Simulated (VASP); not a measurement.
Runs of VASP 6.6.1 on TiH6. The structure is that of space group P6/mmm (No. 191), or close to it. The cells are those of the table. The cell was built from a structure type or drawn by symmetry, and may not be a known phase.

```csv
task,spin,cell,k mesh,gap on the mesh (eV),pressure (GPa),relaxed volume (Å³/atom)
single point,off,"a = 3.272, b = 3.272, c = 5.927 Å, angles 90.0, 90.0, 120.0°, 7 atoms",6 × 6 × 4,none,7.8,-
single point,off,"a = 3.803, b = 3.803, c = 2.694 Å, angles 90.0, 90.0, 120.0°, 7 atoms",6 × 6 × 6,none,-0.5,-
relaxation of cell and atoms,off,"relaxed from a = 3.733, b = 3.733, c = 2.777 Å, angles 90.0, 90.0, 120.0°, 7 atoms",6 × 6 × 6,none,0.7,-
relaxation of cell and atoms,off,"relaxed from a = 3.272, b = 3.272, c = 5.927 Å, angles 90.0, 90.0, 120.0°, 7 atoms",6 × 6 × 4,none,-0.1,(b)
single point,collinear,"a = 3.803, b = 3.803, c = 2.694 Å, angles 90.0, 90.0, 120.0°, 7 atoms",6 × 6 × 6,none,-0.5,-
relaxation of cell and atoms,off,"relaxed from a = 3.803, b = 3.803, c = 2.694 Å, angles 90.0, 90.0, 120.0°, 7 atoms",12 × 12 × 14,none,0.0,4.79
single point,off,"a = 3.733, b = 3.733, c = 2.777 Å, angles 90.0, 90.0, 120.0°, 7 atoms",6 × 6 × 4,none,-0.2,-
single point,off,"a = 3.787, b = 3.787, c = 2.706 Å, angles 90.0, 90.0, 120.0°, 7 atoms",12 × 12 × 14,none,(a),-
```

Alike in all rows: level PBE; potentials or basis VASP PAW PBE potentials, release 64 (Ti_sv, H); cutoff (eV) 500; smearing gaussian 0.1 eV.

Problem. Fill in the values left out.

Solution. (a) -0.3; (b) 4.77.

Caveats: some runs use coarse meshes; the volume moved by over 15 % at a fixed basis, so the end points are rough (at least some runs).

A gap of «none» marks levels without a gap at the run's occupations.
